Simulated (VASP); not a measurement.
CoO:

```xyz
2
Lattice="0.0000 2.1245 2.1245 2.1245 0.0000 2.1245 2.1245 2.1245 0.0000" Properties=species:S:1:pos:R:3 pbc="T T T"
Co    0.0000    0.0000    0.0000
O     2.1245    2.1245    2.1245
```

Base run:

- Program: VASP 6.6.1
- Functional: PBE
- Potentials or basis: VASP PAW PBE potentials, release 64 (Co, O)
- Cutoff: 520 eV
- k mesh: 14 × 14 × 14
- Occupations: gaussian, width 0.05 eV
- Spin: no spin polarisation

Its results: pressure -18.9 GPa.

Q: The run is repeated on the same cell with these changes: spin from no spin polarisation to collinear spin, ferromagnetic start; further incar settings from ALGO = Normal; EDIFF = 1e-06; NBANDS = 14 to ALGO = Normal; EDIFF = 1e-06; NBANDS = 18. What comes out?

A: Pressure -0.5 GPa; net moment 2.92 μB per cell; site moments Co +2.57; O +0.30 μB.

Caveats: an odd number of electrons without spin polarisation forces a metal (some runs); a magnetic or distorted state may lie lower (some runs); a cell with one magnetic atom can't hold antiferromagnetic order, which such compounds often take (some runs).
